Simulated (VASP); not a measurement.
A run of VASP 6.6.1:

The input INCAR:

```
SYSTEM = AlRu
PREC = Accurate
ENCUT = 600
EDIFF = 1E-7
ISMEAR = 0
SIGMA = 0.1
LREAL = .FALSE.
LASPH = .TRUE.
NELM = 60
ALGO = Normal
ISIF = 3
LWAVE = .FALSE.
LCHARG = .FALSE.
IBRION = 2
NSW = 100
EDIFFG = -0.005
```

Contents of KPOINTS:

```
regular mesh
0
G
  14 14 14
  0 0 0
```

File POSCAR:

```
AlRu
1.0
    2.9542402669      0.0000000000      0.0000000000
    0.0000000000      2.9542402669      0.0000000000
    0.0000000000      0.0000000000      2.9542402669
Al Ru
1 1
Direct
    0.0000000000      0.0000000000      0.0000000000
    0.5000000000      0.5000000000      0.5000000000
```

Potentials or basis: VASP PAW LDA potentials, release 64 (Al, Ru_pv).

The run is started by

```console
$ cat potpaw_LDA.64/Al/POTCAR potpaw_LDA.64/Ru_pv/POTCAR > POTCAR
$ mpirun -np 1 vasp_std > vasp.out
```

Hardware: 1 thread of Intel Xeon 8259CL, on a shared host.

Q: How long does it take, and how much memory?

A: Wall time 74 s on 1 thread of Intel Xeon 8259CL (shared host), peak memory 0.17 GiB. Counts: scf iterations 26, k points 120, ion steps 3.
